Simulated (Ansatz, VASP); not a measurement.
## One calculation of ZrS, two programs

INCAR

```
PREC     = Accurate       # precision mode
ENCUT    = 520            # plane-wave cutoff, eV
EDIFF    = 1E-6           # SCF threshold, eV
ISMEAR   = 0              # smearing method
SIGMA    = 0.15           # smearing width, eV
LREAL    = False          # projectors in reciprocal space
LASPH    = True           # aspherical terms in the spheres
NELM     = 60             # most SCF steps
ALGO     = Normal         # electronic algorithm
ISIF     = 2              # what is computed and relaxed
LWAVE    = False          # write WAVECAR
LCHARG   = False          # write CHGCAR
GGA      = PS             # functional
NBANDS   = 16             # bands
```

The input KPOINTS:

```
regular mesh
0
Gamma
  18 18 18
```

File POSCAR:

```
ZrS
1.0
    0.0000000000      2.8516601947      2.2242949519
    2.8516601947      0.0000000000      2.2242949519
    2.8516601947      2.8516601947      0.0000000000
Zr S
1 1
Direct
    0.0000000000      0.0000000000      0.0000000000
    0.5000000000      0.5000000000      0.5000000000
```

Input for Ansatz:

```yaml
crystal:
  lattice:
    - [0.0, 2.8516601947, 2.2242949519]
    - [2.8516601947, 0.0, 2.2242949519]
    - [2.8516601947, 2.8516601947, 0.0]
  atoms:
    - { symbol: Zr, position: [0.0, 0.0, 0.0] }
    - { symbol: S, position: [0.5, 0.5, 0.5] }
basis:
  ecutwfc: 420
kpoints:
  mp_grid: { grid: [18, 18, 18] }
hamiltonian:
  xc: pbesol
scf:
  occupations: { method: gaussian, width: 0.15 }
output:
  forces: true
  stress: true
  eigenvalues: true
```

Alike in both runs: task single point; functional PBEsol; k mesh 18 × 18 × 18; occupations gaussian, width 0.15 eV; no spin polarisation.

|  | VASP | Ansatz |
| --- | --- | --- |
| version | VASP 6.6.1 | Ansatz 0.2.0 |
| potentials or method | VASP PAW PBE potentials, release 64 (Zr_sv, S), cutoff 520 eV | scalar-relativistic, plane waves, PAW |
| valence electrons in the cell | 18 | 18 |

Ansatz gave:

```
gap on the k mesh at the Fermi level (eV)                     : none
pressure (GPa)                                                : 19.3
traceless stress, the component that is largest in VASP (GPa) : 69.44
```

Estimate VASP's values.

gap on the k mesh at the Fermi level (eV): none; pressure (GPa): 19.5; traceless stress, the component that is largest in VASP (GPa): 69.67.

VASP's potentials were made for PBE, not for PBEsol. A gap of «none» marks a metal or a gap that the smearing closes. With one functional, cell and mesh, what is left measures potentials, basis and numerics.
